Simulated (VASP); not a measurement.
# Ni (Immm) in VASP: single point with PBEsol

Aim: the single point of Ni with PBEsol.

All numbers are computed with VASP 6.6.1; they aren't measurements. Logs are shortened: lines on timing, memory, paths and dates and some standing lists are left out, and cuts for length are marked.

### 1 The cell of the first run

It takes space group Immm (No. 71, orthorhombic). The conventional cell has a = 2.313 Å, b = 2.688 Å, c = 3.536 Å, α = 90.00°, β = 90.00°, γ = 90.00°. Ni (site symmetry mmm) has 12 Ni at 2.31 to 2.69 Å within 3.1 Å.

### 2 Single point, PBEsol, collinear spin, ferromagnetic start (strain -0.1500 x Voigt [0, 0, 0, 1, 0, 0])

Contents of INCAR:

```
SYSTEM = Ni
PREC = Accurate
ENCUT = 520
EDIFF = 1E-6
ISMEAR = 0
SIGMA = 0.15
LREAL = .FALSE.
LASPH = .TRUE.
NELM = 150
ALGO = Normal
ISIF = 2
LWAVE = .FALSE.
LCHARG = .FALSE.
ISPIN = 2
MAGMOM = 0.81
LORBIT = 11
LMAXMIX = 4
GGA = PS
NBANDS = 15
```

Contents of KPOINTS:

```
Automatic mesh
0
G
  22 22 22
  0 0 0
```

Contents of POSCAR:

```
Ni
1.0
    0.0000000000      1.6353537500      1.6353537500
    1.7679500000     -0.1325962500      1.7679500000
    1.7679500000      1.7679500000     -0.1325962500
Ni
1
Direct
    0.0000000000      0.0000000000      0.0000000000
```

Potentials or basis: VASP PAW PBE potentials, release 64 (Ni).

Started as:

```
$ cat potpaw_PBE.64/Ni/POTCAR > POTCAR
$ mpirun -np 1 vasp_std > vasp.out
```

OUTCAR:

```text
SYSTEM = Ni
   PREC = Accurate
   ENCUT = 520
   EDIFF = 1E-6
   ISMEAR = 0
   LREAL = .FALSE.
   LASPH = .TRUE.
   NELM = 150
   ISIF = 2
   ISPIN = 2
   LORBIT = 11
   GGA = PS

 ion  position               nearest neighbor table
   1  0.000  0.000  0.000-

  LATTYP: Found a body centered orthorhombic cell.
 ALAT       =     2.3127394525
 B/A-ratio  =     1.1621621622
 C/A-ratio  =     1.5288795269

  Lattice vectors:

 A1 = (  -1.7679500000,   0.1325962500,  -1.7679500000)
 A2 = (  -1.7679500000,  -0.1325962500,   1.7679500000)
 A3 = (   1.7679500000,   1.7679500000,  -0.1325962500)

Analysis of symmetry for initial positions (statically):
=====================================================================
 Subroutine PRICEL returns:
 Original cell was already a primitive cell.

 Routine SETGRP: Setting up the symmetry group for a
 body centered orthorhombic supercell.

 Subroutine GETGRP returns: Found  8 space group operations
 (whereof  8 operations were pure point group operations)
 out of a pool of  8 trial point group operations.

The static configuration has the point symmetry D_2h.

Analysis of symmetry for dynamics (positions and initial velocities):
=====================================================================
 Subroutine PRICEL returns:
 Original cell was already a primitive cell.

 Routine SETGRP: Setting up the symmetry group for a
 body centered orthorhombic supercell.

 Subroutine GETGRP returns: Found  8 space group operations
 (whereof  8 operations were pure point group operations)
 out of a pool of  8 trial point group operations.

The dynamic configuration has the point symmetry D_2h.

Analysis of structural, dynamic, and magnetic symmetry:
=====================================================================
 Subroutine PRICEL returns:
 Original cell was already a primitive cell.

 Routine SETGRP: Setting up the symmetry group for a
 body centered orthorhombic supercell.

 Subroutine GETGRP returns: Found  8 space group operations
 (whereof  8 operations were pure point group operations)
 out of a pool of  8 trial point group operations.

The overall configuration has the point symmetry D_2h.

 Subroutine INISYM returns: Found  8 space group operations
 (whereof  8 operations are pure point group operations),
 and found     1 'primitive' translations

----------------------------------------------------------------------------------------

                                     Primitive cell

  volume of cell :      10.9898

  direct lattice vectors                    reciprocal lattice vectors
     0.000000000  1.635353750  1.635353750    -0.282813428  0.305744246  0.305744246
     1.767950000 -0.132596250  1.767950000     0.282813428 -0.263082259  0.263082259
     1.767950000  1.767950000 -0.132596250     0.282813428  0.263082259 -0.263082259

  length of vectors
     2.312739453  2.503772388  2.503772388     0.516664808  0.467341400  0.467341400

  position of ions in fractional coordinates (direct lattice)
     0.000000000  0.000000000  0.000000000

  ion indices of the primitive-cell ions
   primitive index   ion index
                 1           1

----------------------------------------------------------------------------------------

 KPOINTS: Automatic mesh

Automatic generation of k-mesh.
 Grid dimensions read from file:
 generate k-points for:   22   22   22

 Generating k-lattice:

  Cartesian coordinates                     Fractional coordinates (reciprocal lattice)
    -0.012855156  0.013897466  0.013897466     0.045454545  0.000000000  0.000000000
     0.012855156 -0.011958284  0.011958284     0.000000000  0.045454545 -0.000000000
     0.012855156  0.011958284 -0.011958284     0.000000000 -0.000000000  0.045454545

  Length of vectors
     0.023484764  0.021242791  0.021242791

  Shift w.r.t. Gamma in fractional coordinates (k-lattice)
     0.000000000  0.000000000  0.000000000

 Subroutine IBZKPT returns following result:
 ===========================================

 Found   1530 irreducible k-points:

 Following reciprocal coordinates:
            Coordinates               Weight
  0.000000  0.000000  0.000000      1.000000
  0.045455 -0.000000 -0.000000      4.000000
  0.090909 -0.000000 -0.000000      4.000000
  0.136364 -0.000000 -0.000000      4.000000
  0.181818  0.000000  0.000000      4.000000
  0.227273 -0.000000 -0.000000      4.000000
[... 16 lines left out ...]
  0.454545  0.045455  0.000000      8.000000
  0.500000  0.045455  0.000000      8.000000
 [... further k-points ...]
   k-points           NKPTS =   1530   k-points in BZ     NKDIM =   1530   number of bands    NBANDS=     15
   number of dos      NEDOS =    301   number of ions     NIONS =      1
   total plane-waves  NPLWV =   7200
   dimension x,y,z NGX =    18 NGY =   20 NGZ =   20
   dimension x,y,z NGXF=    36 NGYF=   40 NGZF=   40
   ions per type =               1
   NGX,Y,Z   is equivalent  to a cutoff of  12.94, 13.28, 13.28 a.u.
   NGXF,Y,Z  is equivalent  to a cutoff of  25.88, 26.56, 26.56 a.u.
 SYSTEM =  Ni
   PREC   = accura    normal or accurate (medium, high low for compatibility)
   ISTART =      0    job   : 0-new  1-cont  2-samecut
   ICHARG =      2    charge: 1-file 2-atom 10-const
   ISPIN  =      2    spin polarized calculation?
   LNONCOLLINEAR =      F non collinear calculations
   LSORBIT =      F    spin-orbit coupling
   LASPH  =      T    aspherical Exc in radial PAW
   ENCUT  =  520.0 eV  38.22 Ry    6.18 a.u.   4.30  4.66  4.66*2*pi/ulx,y,z
   NELM   =    150;   NELMIN=  2; NELMDL= -5     # of ELM steps
   EDIFF  = 0.1E-05   stopping-criterion for ELM
   LREAL  =      F    real-space projection
   EDIFFG = 0.1E-04   stopping-criterion for IOM
   NSW    =      0    number of steps for IOM
   IBRION =     -1    ionic relax: 0-MD 1-quasi-New 2-CG
   NFREE  =      0    steps in history (QN), initial steepest desc. (CG)
   ISIF   =      2    stress and relaxation
   ISYM   =      2    0-nonsym 1-usesym 2-fastsym
   POTIM  = 0.5000    time-step for ionic-motion
   TEBEG  =    0.0;   TEEND  =   0.0 temperature during run
   PSTRESS=    0.0 pullay stress
   NELECT =      10.0000    total number of electrons
   NUPDOWN=      -1.0000    fix difference up-down
   EMIN   =  10.00;   EMAX   =-10.00  energy-range for DOS
   EFERMI =   0.00;   METHOD = LEGACY
   ISMEAR =     0;   SIGMA  =   0.15  broadening in eV -4-tet -1-fermi 0-gaus
   EFERMI_NEDOS =   21; number of points for ismear=-14 and -15
   IALGO  =     38    algorithm
   IMIX   =      4    mixing-type and parameters
     AMIX     =   0.40;   BMIX     =  1.00
     AMIX_MAG =   1.60;   BMIX_MAG =  1.00
  volume/ion in A,a.u.               =      10.99        74.16
  Fermi-wavevector in a.u.,A,eV,Ry     =   1.586395  2.997853 34.241109  2.516651
  Thomas-Fermi vector in A             =   2.685713
   LORBIT       =     11    0 simple, 1 ext, 2 COOP (PROOUT), +10 PAW based schemes
   GGA     = PS    functional components
   LHFCALC =     F    Hartree Fock is set to
   AEXX    =    0.0000 exact exchange contribution
   IVDW    =     0    specifies the selected vdW correction
   LEPSILON=     F    determine dielectric tensor
   LRPA    =     F    only Hartree local field effects (RPA)
 spin polarized calculation
 Gauss-broadening in eV      SIGMA  =   0.15
  energy-cutoff  :      520.00
  volume of cell :       10.99
 maximum number of plane-waves:       307
 NGX is ok and might be reduce to    18
   NGX =  9   NGY =  9   NGZ =  9

 number of electron      10.0000010 magnetization       0.6189542

 Free energy of the ion-electron system (eV)
  ---------------------------------------------------
  ext. energy  EPLUGINS =         0.00000000
  ---------------------------------------------------
  free energy    TOTEN  =        -6.02798350 eV

  energy without entropy =       -6.00890838  energy(sigma->0) =       -6.01844594

 E-fermi :   9.0233     XC(G=0): -13.3622

 val. band max:        9.0230697396   @ k =  -0.2727   0.0909   0.0909
 cond. band min:       9.0238512159   @ k =   0.2727   0.4091  -0.0000
 fundamental gap:      0.0007814764
 Fermi energy:         9.0233272928

 spin component 1

 k-point     1 :       0.0000    0.0000    0.0000
  band No.  band energies     occupation
      1       0.0675      1.00000
      2       6.2133      1.00000
      3       6.3132      1.00000
      4       7.1628      1.00000
      5       7.8879      1.00000
      6       8.0020      1.00000
      7      31.2042      0.00000
      8      32.9115      0.00000
      9      36.3165      0.00000
     10      38.0758      0.00000
     11      38.1461      0.00000
     12      40.4072      0.00000
     13      42.8066      0.00000
     14      44.0463      0.00000
[... 401 lines left out ...]
      2       6.1606      1.00000
      3       7.1174      1.00000
      4       8.1397      1.00000
      5       8.5873      0.99998
      6       9.8523      0.00000
      7      15.8809      0.00000
      8      29.2296      0.00000
      9      30.5374      0.00000
     10      33.1336      0.00000
     11      35.1623      0.00000
     12      36.5313      0.00000
     13      42.3558      0.00000
     14      51.6631      0.00000
     15      54.1435      0.00000

 [... further k-points ...]

 spin component 2

 k-point     1 :       0.0000    0.0000    0.0000
  band No.  band energies     occupation
      1       0.0574      1.00000
      2       6.9222      1.00000
      3       7.0010      1.00000
      4       7.9016      1.00000
      5       8.5264      1.00000
      6       8.5660      0.99999
      7      31.1273      0.00000
      8      32.9344      0.00000
      9      36.4687      0.00000
     10      38.1061      0.00000
     11      38.1664      0.00000
     12      40.3959      0.00000
     13      42.8969      0.00000
     14      43.9719      0.00000
[... 401 lines left out ...]
      2       6.7543      1.00000
      3       7.6629      1.00000
      4       8.7449      0.99567
      5       9.3304      0.00189
      6      10.0291      0.00000
      7      16.2447      0.00000
      8      29.1913      0.00000
      9      30.6212      0.00000
     10      33.1888      0.00000
     11      35.2613      0.00000
     12      36.5717      0.00000
     13      42.5186      0.00000
     14      51.7693      0.00000
     15      54.2851      0.00000

 [... further k-points ...]

------------------------ aborting loop because EDIFF is reached ----------------------------------------

  FORCE on cell =-STRESS in cart. coord.  units (eV):
  Direction    XX          YY          ZZ          XY          YZ          ZX
  --------------------------------------------------------------------------------------
  -------------------------------------------------------------------------------------
  Total       -0.9150400     -0.3037438     -0.3037438      0.0000000      1.2635282      0.0000000
  in kB     -133.4014489    -44.2820623    -44.2820623      0.0000000    184.2066933      0.0000000
  external PRESSURE =     -73.9885245 kB  Pullay stress =       0.0000000 kB

 VOLUME and BASIS-vectors are now :
 -----------------------------------------------------------------------------
  energy-cutoff  :      520.00
  volume of cell :       10.99
      direct lattice vectors                 reciprocal lattice vectors
     0.000000000  1.635353750  1.635353750    -0.282813428  0.305744246  0.305744246
     1.767950000 -0.132596250  1.767950000     0.282813428 -0.263082259  0.263082259
     1.767950000  1.767950000 -0.132596250     0.282813428  0.263082259 -0.263082259

 POSITION                                       TOTAL-FORCE (eV/Angst)
 -----------------------------------------------------------------------------------
      0.00000      0.00000      0.00000        -0.000000      0.000000     -0.000000
 -----------------------------------------------------------------------------------
    total drift:                                0.000000      0.000000      0.000000

  FREE ENERGIE OF THE ION-ELECTRON SYSTEM (eV)
  ---------------------------------------------------
  free  energy   TOTEN  =        -6.0279835013 eV

  energy  without entropy=       -6.0089083773  energy(sigma->0) =       -6.01844594

 total charge

# of ion       s       p       d       tot
------------------------------------------
    1        0.503   0.497   8.320   9.320

 magnetization (x)

# of ion       s       p       d       tot
------------------------------------------
    1       -0.006  -0.023   0.656   0.628
```

Run time: 4.8 min. Hardware: 1 thread of Intel Xeon Platinum 8488C (Sapphire Rapids), shared host; peak memory 0.45 GiB.

What came out:

```yaml
Free_energy: -6.0280 eV
Pressure: -7.4 GPa
Net_moment: 0.62 μB per cell
Site_moments: Ni +0.63 μB
Valence_electrons_inside_the_program's_atomic_spheres: Ni 9.32
```

Stress tensor (GPa, compression positive):
```
-13.34   0.00   0.00
  0.00  -4.43  18.42
  0.00  18.42  -4.43
```

Caveat: the cell differs from its parent crystal (strain -0.1500 x Voigt [0, 0, 0, 1, 0, 0]); the cell stands under tension; the PAW data sets were made with another functional, which shifts forces and pressure a little.
